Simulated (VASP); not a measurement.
# InB3 (R-3) in VASP: single point with PBE

Aim: the single point of InB3 with PBE.

Program: VASP 6.6.1. These are calculated values, not measurements. Logs are shortened: lines on timing, memory, paths and dates and some standing lists are left out, and cuts for length are marked.

### 1 The cell of the first run

Symmetry: R-3, No. 148, trigonal system. The conventional cell has a = 4.495 Å, b = 4.495 Å, c = 18.924 Å, α = 90.00°, β = 90.00°, γ = 120.00°. Within 3.6 Å of In (site symmetry 3) lie 6 B at 2.77 to 2.97 Å and 3 In at 3.08 Å. Within 2.3 Å of B (site symmetry 1) lie 5 B at 1.70 to 1.75 Å.

### 2 Single point, PBE

File INCAR:

```
PREC = Accurate
ENCUT = 520
EDIFF = 1E-6
ISMEAR = 0
SIGMA = 0.1
LREAL = False
LASPH = True
NELM = 100
ALGO = Normal
ISIF = 2
LWAVE = False
LCHARG = False
GGA = PE
NBANDS = 32
```

File KPOINTS:

```
Automatic mesh
0
Gamma
  12 12 12
```

File POSCAR:

```
InB3
1.0
    2.2476423784      1.2976769322      6.3081533070
   -2.2476423784      1.2976769322      6.3081533070
    0.0000000000     -2.5953538644      6.3081533070
In B
2 6
Direct
    0.6226636355      0.6226636355      0.6226636355
    0.3773363645      0.3773363645      0.3773363645
    0.0687369067      0.6368206152      0.7750495083
    0.6368206152      0.7750495083      0.0687369067
    0.7750495083      0.0687369067      0.6368206152
    0.9312630933      0.3631793848      0.2249504917
    0.3631793848      0.2249504917      0.9312630933
    0.2249504917      0.9312630933      0.3631793848
```

Potentials or basis: VASP PAW PBE potentials, release 64 (In_d, B).

On the command line:

```bash
> cat potpaw_PBE.64/In_d/POTCAR potpaw_PBE.64/B/POTCAR > POTCAR
> mpirun -np 1 vasp_std > vasp.out
```

OUTCAR:

```text
PREC = Accurate
   ENCUT = 520
   EDIFF = 1E-6
   ISMEAR = 0
   LREAL = False
   LASPH = True
   NELM = 100
   ISIF = 2
   GGA = PE

 ion  position               nearest neighbor table
   1  0.623  0.623  0.623-   7 2.77   6 2.77   8 2.77   4 2.97   3 2.97   5 2.97   2 3.08   2 3.08
                             2 3.08
   2  0.377  0.377  0.377-   4 2.77   3 2.77   5 2.77   7 2.97   6 2.97   8 2.97   1 3.08   1 3.08
                             1 3.08
   3  0.069  0.637  0.775-   8 1.70   7 1.70   4 1.72   5 1.72   6 1.75   2 2.77   1 2.97
   4  0.637  0.775  0.069-   8 1.70   6 1.70   5 1.72   3 1.72   7 1.75   2 2.77   1 2.97
   5  0.775  0.069  0.637-   6 1.70   7 1.70   4 1.72   3 1.72   8 1.75   2 2.77   1 2.97
   6  0.931  0.363  0.225-   5 1.70   4 1.70   7 1.72   8 1.72   3 1.75   1 2.77   2 2.97
   7  0.363  0.225  0.931-   5 1.70   3 1.70   8 1.72   6 1.72   4 1.75   1 2.77   2 2.97
   8  0.225  0.931  0.363-   3 1.70   4 1.70   7 1.72   6 1.72   5 1.75   1 2.77   2 2.97

  LATTYP: Found a trigonal (rhomboedric) cell.
 ALAT       =     6.8211919652
 COS(alpha) =     0.7828479789

  Lattice vectors:

 A1 = (   2.2476423784,   1.2976769322,   6.3081533070)
 A2 = (  -2.2476423784,   1.2976769322,   6.3081533070)
 A3 = (   0.0000000000,  -2.5953538644,   6.3081533070)

Analysis of symmetry for initial positions (statically):
=====================================================================
 Subroutine PRICEL returns:
 Original cell was already a primitive cell.

 Routine SETGRP: Setting up the symmetry group for a
 trigonal (rhombohedral) supercell.

 Subroutine GETGRP returns: Found  6 space group operations
 (whereof  6 operations were pure point group operations)
 out of a pool of 12 trial point group operations.

The static configuration has the point symmetry S_6 .

Analysis of symmetry for dynamics (positions and initial velocities):
=====================================================================
 Subroutine PRICEL returns:
 Original cell was already a primitive cell.

 Routine SETGRP: Setting up the symmetry group for a
 trigonal (rhombohedral) supercell.

 Subroutine GETGRP returns: Found  6 space group operations
 (whereof  6 operations were pure point group operations)
 out of a pool of 12 trial point group operations.

The dynamic configuration has the point symmetry S_6 .

 Subroutine INISYM returns: Found  6 space group operations
 (whereof  6 operations are pure point group operations),
 and found     1 'primitive' translations

----------------------------------------------------------------------------------------

                                     Primitive cell

  volume of cell :     110.3945

  direct lattice vectors                    reciprocal lattice vectors
     2.247642378  1.297676932  6.308153307     0.222455318  0.128434638  0.052841667
    -2.247642378  1.297676932  6.308153307    -0.222455318  0.128434638  0.052841667
     0.000000000 -2.595353864  6.308153307     0.000000000 -0.256869275  0.052841667

  length of vectors
     6.821191965  6.821191965  6.821191965     0.262248101  0.262248101  0.262248101

  position of ions in fractional coordinates (direct lattice)
     0.622663635  0.622663635  0.622663635
     0.377336365  0.377336365  0.377336365
     0.068736907  0.636820615  0.775049508
     0.636820615  0.775049508  0.068736907
     0.775049508  0.068736907  0.636820615
     0.931263093  0.363179385  0.224950492
     0.363179385  0.224950492  0.931263093
     0.224950492  0.931263093  0.363179385

  ion indices of the primitive-cell ions
   primitive index   ion index
                 1           1
                 2           2
                 3           3
                 4           4
                 5           5
                 6           6
                 7           7
                 8           8

----------------------------------------------------------------------------------------

 KPOINTS: Automatic mesh

Automatic generation of k-mesh.
 Grid dimensions read from file:
 generate k-points for:   12   12   12

 Generating k-lattice:

  Cartesian coordinates                     Fractional coordinates (reciprocal lattice)
     0.018537943  0.010702886  0.004403472     0.083333333  0.000000000 -0.000000000
    -0.018537943  0.010702886  0.004403472     0.000000000  0.083333333 -0.000000000
     0.000000000 -0.021405773  0.004403472    -0.000000000 -0.000000000  0.083333333

  Length of vectors
     0.021854008  0.021854008  0.021854008

  Shift w.r.t. Gamma in fractional coordinates (k-lattice)
     0.000000000  0.000000000  0.000000000

 Subroutine IBZKPT returns following result:
 ===========================================

 Found    294 irreducible k-points:

 Following reciprocal coordinates:
            Coordinates               Weight
  0.000000  0.000000  0.000000      1.000000
  0.083333 -0.000000 -0.000000      6.000000
  0.166667 -0.000000 -0.000000      6.000000
  0.250000 -0.000000 -0.000000      6.000000
  0.333333 -0.000000 -0.000000      6.000000
  0.416667 -0.000000 -0.000000      6.000000
[... 16 lines left out ...]
 -0.250000  0.083333 -0.000000      6.000000
  0.250000 -0.000000 -0.083333      6.000000
 [... further k-points ...]
   k-points           NKPTS =    294   k-points in BZ     NKDIM =    294   number of bands    NBANDS=     32
   number of dos      NEDOS =    301   number of ions     NIONS =      8
   total plane-waves  NPLWV = 157464
   dimension x,y,z NGX =    54 NGY =   54 NGZ =   54
   dimension x,y,z NGXF=   108 NGYF=  108 NGZF=  108
   ions per type =               2   6
   NGX,Y,Z   is equivalent  to a cutoff of  13.16, 13.16, 13.16 a.u.
   NGXF,Y,Z  is equivalent  to a cutoff of  26.32, 26.32, 26.32 a.u.
 SYSTEM =  unknown system
   PREC   = accura    normal or accurate (medium, high low for compatibility)
   ISTART =      0    job   : 0-new  1-cont  2-samecut
   ICHARG =      2    charge: 1-file 2-atom 10-const
   ISPIN  =      1    spin polarized calculation?
   LNONCOLLINEAR =      F non collinear calculations
   LSORBIT =      F    spin-orbit coupling
   LASPH  =      T    aspherical Exc in radial PAW
   ENCUT  =  520.0 eV  38.22 Ry    6.18 a.u.  12.68 12.68 12.68*2*pi/ulx,y,z
   NELM   =    100;   NELMIN=  2; NELMDL= -5     # of ELM steps
   EDIFF  = 0.1E-05   stopping-criterion for ELM
   LREAL  =      F    real-space projection
   EDIFFG = 0.1E-04   stopping-criterion for IOM
   NSW    =      0    number of steps for IOM
   IBRION =     -1    ionic relax: 0-MD 1-quasi-New 2-CG
   NFREE  =      0    steps in history (QN), initial steepest desc. (CG)
   ISIF   =      2    stress and relaxation
   ISYM   =      2    0-nonsym 1-usesym 2-fastsym
   POTIM  = 0.5000    time-step for ionic-motion
   TEBEG  =    0.0;   TEEND  =   0.0 temperature during run
   PSTRESS=    0.0 pullay stress
   NELECT =      44.0000    total number of electrons
   NUPDOWN=      -1.0000    fix difference up-down
   EMIN   =  10.00;   EMAX   =-10.00  energy-range for DOS
   EFERMI =   0.00;   METHOD = LEGACY
   ISMEAR =     0;   SIGMA  =   0.10  broadening in eV -4-tet -1-fermi 0-gaus
   EFERMI_NEDOS =   21; number of points for ismear=-14 and -15
   IALGO  =     38    algorithm
   IMIX   =      4    mixing-type and parameters
     AMIX     =   0.40;   BMIX     =  1.00
     AMIX_MAG =   1.60;   BMIX_MAG =  1.00
  volume/ion in A,a.u.               =      13.80        93.12
  Fermi-wavevector in a.u.,A,eV,Ry     =   1.204786  2.276716 19.748987  1.451510
  Thomas-Fermi vector in A             =   2.340501
   LORBIT       =      0    0 simple, 1 ext, 2 COOP (PROOUT), +10 PAW based schemes
   GGA     = PE    functional components
   LHFCALC =     F    Hartree Fock is set to
   AEXX    =    0.0000 exact exchange contribution
   IVDW    =     0    specifies the selected vdW correction
   LEPSILON=     F    determine dielectric tensor
   LRPA    =     F    only Hartree local field effects (RPA)
 non-spin polarized calculation
 Gauss-broadening in eV      SIGMA  =   0.10
  energy-cutoff  :      520.00
  volume of cell :      110.39
 maximum number of plane-waves:      3000
 NGX is ok and might be reduce to    54
   NGX = 25   NGY = 25   NGZ = 25

 number of electron      43.9999999 magnetization

 Free energy of the ion-electron system (eV)
  ---------------------------------------------------
  ext. energy  EPLUGINS =         0.00000000
  ---------------------------------------------------
  free energy    TOTEN  =       -42.63983803 eV

  energy without entropy =      -42.63114663  energy(sigma->0) =      -42.63549233

 E-fermi :   5.9445     XC(G=0): -10.0481

 val. band max:        5.9433187935   @ k =   0.2500  -0.1667   0.4167
 cond. band min:       5.9457573890   @ k =  -0.3333   0.0000  -0.2500
 fundamental gap:      0.0024385955
 Fermi energy:         5.9444681759

 k-point     1 :       0.0000    0.0000    0.0000
  band No.  band energies     occupation
      1      -9.4972      2.00000
      2      -8.9797      2.00000
      3      -8.9797      2.00000
      4      -8.8611      2.00000
      5      -8.8611      2.00000
      6      -8.8356      2.00000
[... 24 lines left out ...]
     31      10.7830      0.00000
     32      12.7646      0.00000

 k-point     2 :       0.0833   -0.0000   -0.0000
  band No.  band energies     occupation
      1      -9.4593      2.00000
      2      -8.9785      2.00000
      3      -8.9746      2.00000
      4      -8.8575      2.00000
      5      -8.8568      2.00000
      6      -8.8326      2.00000
[... 24 lines left out ...]
     31      11.5244      0.00000
     32      12.2656      0.00000

 k-point     3 :       0.1667   -0.0000   -0.0000
  band No.  band energies     occupation
      1      -9.3521      2.00000
      2      -8.9750      2.00000
      3      -8.9581      2.00000
      4      -8.8519      2.00000
      5      -8.8447      2.00000
      6      -8.8165      2.00000
[... 24 lines left out ...]
     31      11.3932      0.00000
     32      12.2475      0.00000

 k-point     4 :       0.2500   -0.0000   -0.0000
  band No.  band energies     occupation
      1      -9.2029      2.00000
      2      -8.9701      2.00000
      3      -8.9280      2.00000
      4      -8.8484      2.00000
      5      -8.8258      2.00000
      6      -8.7776      2.00000
[... 24 lines left out ...]
     31      11.6511      0.00000
     32      12.0716      0.00000

 k-point     5 :       0.3333   -0.0000   -0.0000
  band No.  band energies     occupation
      1      -9.0725      2.00000
      2      -8.9650      2.00000
      3      -8.8905      2.00000
      4      -8.8402      2.00000
      5      -8.8017      2.00000
      6      -8.7321      2.00000
[... 584 lines left out ...]
     31      11.4692      0.00000
     32      11.9177      0.00000

 k-point    22 :       0.3333   -0.0000   -0.0833
  band No.  band energies     occupation
      1      -9.0237      2.00000
      2      -8.9561      2.00000
      3      -8.8734      2.00000
      4      -8.8333      2.00000
      5      -8.7832      2.00000
      6      -8.7367      2.00000
[... 24 lines left out ...]
     31      11.5180      0.00000
     32      12.1426      0.00000

 k-point    23 :      -0.2500    0.0833   -0.0000
  band No.  band energies     occupation
      1      -9.1141      2.00000
      2      -8.9644      2.00000
      3      -8.9098      2.00000
      4      -8.8430      2.00000
      5      -8.8065      2.00000
      6      -8.7639      2.00000
[... 24 lines left out ...]
     31      11.6500      0.00000
     32      11.8575      0.00000

 k-point    24 :       0.2500   -0.0000   -0.0833
  band No.  band energies     occupation
      1      -9.1141      2.00000
      2      -8.9644      2.00000
      3      -8.9100      2.00000
      4      -8.8423      2.00000
      5      -8.8074      2.00000
      6      -8.7635      2.00000
[... 24 lines left out ...]
     31      11.7280      0.00000
     32      12.2324      0.00000

 [... further k-points ...]

------------------------ aborting loop because EDIFF is reached ----------------------------------------

  FORCE on cell =-STRESS in cart. coord.  units (eV):
  Direction    XX          YY          ZZ          XY          YZ          ZX
  --------------------------------------------------------------------------------------
  -------------------------------------------------------------------------------------
  Total        0.0018320      0.0018320     -0.0287738      0.0000002      0.0000000     -0.0000000
  in kB        0.0265885      0.0265885     -0.4175999      0.0000030      0.0000000     -0.0000000
  external PRESSURE =      -0.1214743 kB  Pullay stress =       0.0000000 kB

 VOLUME and BASIS-vectors are now :
 -----------------------------------------------------------------------------
  energy-cutoff  :      520.00
  volume of cell :      110.39
      direct lattice vectors                 reciprocal lattice vectors
     2.247642378  1.297676932  6.308153307     0.222455318  0.128434638  0.052841667
    -2.247642378  1.297676932  6.308153307    -0.222455318  0.128434638  0.052841667
     0.000000000 -2.595353864  6.308153307     0.000000000 -0.256869275  0.052841667

 POSITION                                       TOTAL-FORCE (eV/Angst)
 -----------------------------------------------------------------------------------
      0.00000      0.00000     11.78357         0.000000      0.000000     -0.000583
      0.00000      0.00000      7.14089         0.000000      0.000000      0.000583
     -1.27685     -1.09594      9.33990         0.004747      0.000119      0.001403
     -0.31069      1.65375      9.33990        -0.002271     -0.004171      0.001403
      1.58754     -0.55781      9.33990        -0.002476      0.004052      0.001403
      1.27685      1.09594      9.58456        -0.004747     -0.000119     -0.001403
      0.31069     -1.65375      9.58456         0.002271      0.004171     -0.001403
     -1.58754      0.55781      9.58456         0.002476     -0.004052     -0.001403
 -----------------------------------------------------------------------------------
    total drift:                                0.000000     -0.000000      0.000000

  FREE ENERGIE OF THE ION-ELECTRON SYSTEM (eV)
  ---------------------------------------------------
  free  energy   TOTEN  =       -42.6398380271 eV

  energy  without entropy=      -42.6311466324  energy(sigma->0) =      -42.63549233
```

It took 54 min on 1 thread of AMD EPYC 7R43 (Zen 3), shared host; peak memory 0.94 GiB.

Results:

* Free energy: -42.6398 eV
* Pressure: 0.0 GPa
* Largest force: 0.005 eV/Å
* Band gap on the k mesh: zero (band 22 reaches 7.04 eV, above the bottom of band 23 at 5.33 eV)

Forces on the atoms (eV/Å):
```
In   0.000  0.000 -0.001
In   0.000  0.000  0.001
B    0.005  0.000  0.001
B   -0.002 -0.004  0.001
B   -0.002  0.004  0.001
B   -0.005  0.000 -0.001
B    0.002  0.004 -0.001
B    0.002 -0.004 -0.001
```

Caveat: spin-orbit coupling is left out, which moves the levels of the heavy elements.
